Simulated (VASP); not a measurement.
# GaRe12 in VASP: a series of runs, part 2 of 2

VASP 6.6.1. Earlier steps stand in the parts before.

## Step 3: Single point, PBE

The input, INCAR:

```
  PREC = Accurate
  ENCUT = 520
  EDIFF = 1E-6
  ISMEAR = 0
  SIGMA = 0.15
  LREAL = False
  LASPH = True
  NELM = 100
  ALGO = Normal
  ISIF = 2
  LWAVE = False
  LCHARG = False
  GGA = PE
  NBANDS = 60
```

The input, KPOINTS:

```
Automatic mesh
0
Gamma
  4 4 1
```

The input, POSCAR:

```
GaRe12
1.0
    5.5200000000      0.0000000000      0.0000000000
    2.7600000000      4.7804600000      0.0000000000
    0.0000000000      0.0000000000     16.4574000000
Re Ga
12 1
Direct
    0.0000000000      0.0000000000      0.0607628787
    0.5000000000      0.0000000000      0.0607628787
    0.0000000000      0.5000000000      0.0607628787
    0.5000000000      0.5000000000      0.0607628787
   -0.1655429578      0.3347138142      0.1917462661
    0.3361927154      0.3309319605      0.1917738525
   -0.1693406589      0.8363345787      0.1918116470
    0.3317568528      0.8317228886      0.1943457654
   -0.0118753364      0.0137716872      0.3264510798
    0.4967499566     -0.0029336089      0.3243561559
    0.0050382618      0.5059071721      0.3247324000
    0.5128977417      0.4884954586      0.3265940550
    0.2683882754      0.7703524347      0.4562193907
```

Potentials or basis: VASP PAW PBE potentials, release 64 (Re, Ga_d).

Launch:

```sh
$ cat potpaw_PBE.64/Re/POTCAR potpaw_PBE.64/Ga_d/POTCAR > POTCAR
$ mpirun -np 1 vasp_std > vasp.out
```

OUTCAR:

```text
PREC = Accurate
   ENCUT = 520
   EDIFF = 1E-6
   ISMEAR = 0
   LREAL = False
   LASPH = True
   NELM = 100
   ISIF = 2
   GGA = PE

 ion  position               nearest neighbor table
   1  0.000  0.000  0.061-   7 2.68   5 2.68   8 2.71   3 2.76   3 2.76   4 2.76   4 2.76   2 2.76
                             2 2.76
   2  0.500  0.000  0.061-   7 2.67   6 2.67   8 2.72   4 2.76   3 2.76   4 2.76   3 2.76   1 2.76
                             1 2.76
   3  0.000  0.500  0.061-   5 2.67   6 2.69   7 2.69   1 2.76   1 2.76   2 2.76   2 2.76   4 2.76
                             4 2.76
   4  0.500  0.500  0.061-   6 2.68   5 2.68   8 2.71   2 2.76   1 2.76   2 2.76   1 2.76   3 2.76
                             3 2.76
   5  0.834  0.335  0.192-   3 2.67   4 2.68   1 2.68   9 2.70  12 2.70  11 2.73   7 2.76   6 2.76
                             8 2.76   6 2.76   8 2.76   7 2.76
   6  0.336  0.331  0.192-   2 2.67   4 2.68   3 2.69  11 2.70  10 2.70   7 2.73  12 2.73   8 2.75
                             5 2.76   5 2.76   8 2.77   7 2.79
   7  0.831  0.836  0.192-   2 2.67   1 2.68   3 2.69  11 2.70  10 2.70   6 2.73   9 2.73   8 2.75
                             5 2.76   5 2.76   8 2.77   6 2.79
   8  0.332  0.832  0.194-  10 2.66   4 2.71   1 2.71   2 2.72   9 2.73  12 2.73   6 2.75   7 2.75
                             5 2.76   5 2.76   7 2.77   6 2.77
   9  0.988  0.014  0.326-  13 2.58  12 2.62   5 2.70   8 2.73   7 2.73  11 2.76  10 2.76  10 2.76
                            11 2.76  12 2.90
  10  0.497  0.997  0.324-   8 2.66   7 2.70   6 2.70  12 2.76  11 2.76   9 2.76  11 2.76   9 2.76
                            12 2.76  13 3.07
  11  0.005  0.506  0.325-   7 2.70   6 2.70   5 2.73  12 2.76   9 2.76  10 2.76  10 2.76   9 2.76
                            12 2.77
  12  0.513  0.488  0.327-  13 2.59   9 2.62   5 2.70   8 2.73   6 2.73  11 2.76  10 2.76  10 2.76
                            11 2.77   9 2.90
  13  0.268  0.770  0.456-   9 2.58  12 2.59  10 3.07

  LATTYP: Found a hexagonal cell.
 ALAT       =     5.5199998018
 C/A-ratio  =     2.9814131505

  Lattice vectors:

[... 171 lines left out ...]
  volume of cell :      434.28
 maximum number of plane-waves:     11704
 NGX is ok and might be reduce to    42
   NGX = 21   NGY = 21   NGZ = 61

 number of electron      96.9999988 magnetization

 Free energy of the ion-electron system (eV)
  ---------------------------------------------------
  ext. energy  EPLUGINS =         0.00000000
  ---------------------------------------------------
  free energy    TOTEN  =      -142.93023109 eV

  energy without entropy =     -142.72151140  energy(sigma->0) =     -142.82587124

 E-fermi :   0.9967     XC(G=0):  -7.3471

 val. band max:        0.9864875977   @ k =   0.5000   0.5000   0.0000
 cond. band min:       1.0002040568   @ k =   0.2500   0.2500   0.0000
 fundamental gap:      0.0137164592
 Fermi energy:         0.9966928005

 k-point     1 :       0.0000    0.0000    0.0000
  band No.  band energies     occupation
      1     -13.5281      2.00000
      2     -13.5242      2.00000
      3     -13.5074      2.00000
      4     -13.4889      2.00000
      5     -13.4831      2.00000
      6      -8.3231      2.00000
[... 619 lines left out ...]
     59       2.7760      0.00000
     60       2.9041      0.00000

------------------------ aborting loop because EDIFF is reached ----------------------------------------

  FORCE on cell =-STRESS in cart. coord.  units (eV):
  Direction    XX          YY          ZZ          XY          YZ          ZX
  --------------------------------------------------------------------------------------
  -------------------------------------------------------------------------------------
  Total       -8.1653884     -7.5148609     -0.8235771     -0.5480495     -0.2775306     -0.3643144
  in kB      -30.1243330    -27.7243607     -3.0383992     -2.0219033     -1.0238857     -1.3440547
  external PRESSURE =     -20.2956976 kB  Pullay stress =       0.0000000 kB

 VOLUME and BASIS-vectors are now :
 -----------------------------------------------------------------------------
  energy-cutoff  :      520.00
  volume of cell :      434.28
      direct lattice vectors                 reciprocal lattice vectors
     5.520000000  0.000000000  0.000000000     0.181159420 -0.104592445  0.000000000
     2.760000000  4.780460000  0.000000000     0.000000000  0.209184890  0.000000000
     0.000000000  0.000000000 16.457400000     0.000000000  0.000000000  0.060762939

 POSITION                                       TOTAL-FORCE (eV/Angst)
 -----------------------------------------------------------------------------------
      0.00000      0.00000      1.00000         0.009591      0.062006      0.086848
      2.76000      0.00000      1.00000        -0.134466     -0.077106      0.058072
      1.38000      2.39023      1.00000         0.121674      0.074498     -0.036008
      4.14000      2.39023      1.00000         0.053457     -0.019786      0.082222
      5.53001      1.60009      3.15564        -0.005541     -0.002793     -0.018265
      2.76916      1.58201      3.15610         0.008441     -0.007648     -0.013649
      6.89352      3.99806      3.15672         0.002977      0.014072     -0.022599
      4.12685      3.97602      3.19843        -0.001722      0.002002     -0.004248
      5.49246      0.06583      5.37254        -0.031586      0.048075     -0.034273
      5.49396      4.76644      5.33806        -0.000248      0.001659     -0.046918
      1.42412      2.41847      5.34425         0.009947     -0.002602     -0.031660
      4.17944      2.33523      5.37489         0.030871     -0.049596     -0.039546
      3.60768      3.68264      7.50819        -0.063395     -0.042780      0.020022
 -----------------------------------------------------------------------------------
    total drift:                               -0.000413     -0.000039     -0.000828

  FREE ENERGIE OF THE ION-ELECTRON SYSTEM (eV)
  ---------------------------------------------------
  free  energy   TOTEN  =      -142.9302310860 eV

  energy  without entropy=     -142.7215114019  energy(sigma->0) =     -142.82587124
```

stdout:

```text
POSCAR found type information on POSCAR ReGa
 POSCAR found :  2 types and      13 ions
 scaLAPACK will be used
 LDA part: xc-table for (Slater+PW92), standard interpolation
 POSCAR, INCAR and KPOINTS ok, starting setup
 FFT: planning ... GRIDC
 FFT: planning ... GRID_SOFT
 FFT: planning ... GRID
 WAVECAR not read
 entering main loop
```

Wall time 19 min (1 thread of Intel Xeon Platinum 8488C (Sapphire Rapids), shared host); peak memory 0.61 GiB.

Results:

* Free energy: -142.9302 eV
* Largest force: 0.166 eV/Å
* Band gap on the k mesh: zero (an odd number of electrons rules out a gap without spin polarisation)

Forces on the atoms (eV/Å):
```
Re   0.010  0.062  0.087
Re  -0.134 -0.077  0.058
Re   0.122  0.074 -0.036
Re   0.053 -0.020  0.082
Re  -0.006 -0.003 -0.018
Re   0.008 -0.008 -0.014
Re   0.003  0.014 -0.023
Re  -0.002  0.002 -0.004
Re  -0.032  0.048 -0.034
Re   0.000  0.002 -0.047
Re   0.010 -0.003 -0.032
Re   0.031 -0.050 -0.040
Ga  -0.063 -0.043  0.020
```

Levels at points of the mesh, in eV from the Fermi level:
```
           k point  band 45  band 46  band 47  band 48  band 49  band 50  band 51  band 52  band 53  band 54
(0.00, 0.00, 0.00)     0.13     0.36     0.52     0.57     0.75     0.80     0.85     0.91     1.00     1.15
(0.50, 0.00, 0.00)    -1.01    -0.94    -0.51    -0.36    -0.31    -0.12    -0.04     0.36     0.57     0.80
(0.50, 0.50, 0.00)    -1.03    -0.98    -0.39    -0.38    -0.19    -0.09    -0.01     0.32     0.32     0.95
(0.00, 0.50, 0.00)    -1.01    -0.94    -0.51    -0.36    -0.31    -0.12    -0.05     0.36     0.57     0.80
```

Caveat: there is no dipole correction, which matters where the two faces differ; spin-orbit coupling is left out, which moves the levels of the heavy elements.

## Step 4: Single point, PBE

The input, INCAR:

```
SYSTEM = GaRe12
PREC = Accurate ; ENCUT = 520
EDIFF = 1E-6 ; ISMEAR = 0
SIGMA = 0.15 ; LREAL = .FALSE.
LASPH = .TRUE. ; NELM = 100
ALGO = Normal ; ISIF = 2
LWAVE = .FALSE. ; LCHARG = .TRUE.
GGA = PE ; LELF = .TRUE.
LVHAR = .TRUE. ; NBANDS = 60
```

The input, KPOINTS:

```
regular mesh
0
G
  4 4 1
  0 0 0
```

The input, POSCAR:

```
GaRe12
1.0
    5.5200000000      0.0000000000      0.0000000000
    2.7600000000      4.7804600000      0.0000000000
    0.0000000000      0.0000000000     16.4574000000
Re Ga
12 1
Direct
    0.0000000000      0.0000000000      0.0607628787
    0.5000000000      0.0000000000      0.0607628787
    0.0000000000      0.5000000000      0.0607628787
    0.5000000000      0.5000000000      0.0607628787
   -0.1688727508      0.3330545596      0.1913271841
    0.3353613074      0.3316415157      0.1913840582
   -0.1700343521      0.8359172548      0.1914451858
    0.3319444851      0.8329284211      0.1964295697
   -0.0120650836      0.0069077034      0.3256502242
    0.4994166614      0.0019539961      0.3265665901
    0.0009052538      0.5019579706      0.3240523412
    0.5044878446      0.4923076440      0.3268229489
    0.3124617467      0.8288156370      0.4537818854
```

Launch:

```sh
$ cat potpaw_PBE.64/Re/POTCAR potpaw_PBE.64/Ga_d/POTCAR > POTCAR
$ mpirun -np 1 vasp_std > vasp.out
```

Run time: 20 min. Hardware: 1 thread of Intel Xeon Platinum 8488C (Sapphire Rapids), shared host; peak memory 0.61 GiB.

The run converged. Its results:

| Quantity | Value |
| --- | --- |
| Free energy | -142.9278 eV |
| Largest force | 0.107 eV/Å |
| Band gap on the k mesh | zero (an odd number of electrons rules out a gap without spin polarisation) |

Forces in eV/Å, atoms in the order of the input:
```
Re  -0.018  0.002  0.100
Re  -0.075 -0.029  0.070
Re   0.034  0.018 -0.043
Re  -0.003  0.023  0.078
Re  -0.010 -0.013 -0.016
Re   0.019 -0.010 -0.019
Re   0.015  0.026 -0.042
Re  -0.012  0.004  0.000
Re  -0.031  0.021 -0.014
Re   0.039  0.011 -0.034
Re  -0.012 -0.012 -0.026
Re   0.008 -0.040 -0.067
Ga   0.048  0.000  0.013
```

Levels at points of the mesh, in eV from the Fermi level:
```csv
k point,band 47,band 48,band 49,band 50,band 51,band 52
"(0.00, 0.00, 0.00)",0.49,0.57,0.77,0.79,0.86,0.99
"(0.50, 0.00, 0.00)",-0.50,-0.41,-0.20,-0.15,-0.05,0.36
"(0.50, 0.50, 0.00)",-0.44,-0.42,-0.15,-0.14,-0.06,0.34
"(0.00, 0.50, 0.00)",-0.48,-0.42,-0.20,-0.14,-0.05,0.36
```

Caveat: there is no dipole correction, which matters where the two faces differ; spin-orbit coupling is left out, which moves the levels of the heavy elements.

## Step 5: Summary

```tsv
cell	gap on the mesh (eV)	largest force (eV/Å)
as given, atomic positions A	none	0.18
as given, atomic positions B	none	0.17
as given, atomic positions C	none	0.11
```

Alike in all rows: task single point; level PBE; potentials or basis VASP PAW PBE potentials, release 64 (Re, Ga_d); no spin polarisation; k mesh 4 × 4 × 1; cutoff (eV) 520; smearing gaussian 0.15 eV.

Caveats: there is no dipole correction, which matters where the two faces differ; spin-orbit coupling is left out, which moves the levels of the heavy elements.

Absolute energies hang on the potentials; compare differences alone.

The gap in the log of VASP goes by the Fermi energy; the results here count the filled bands.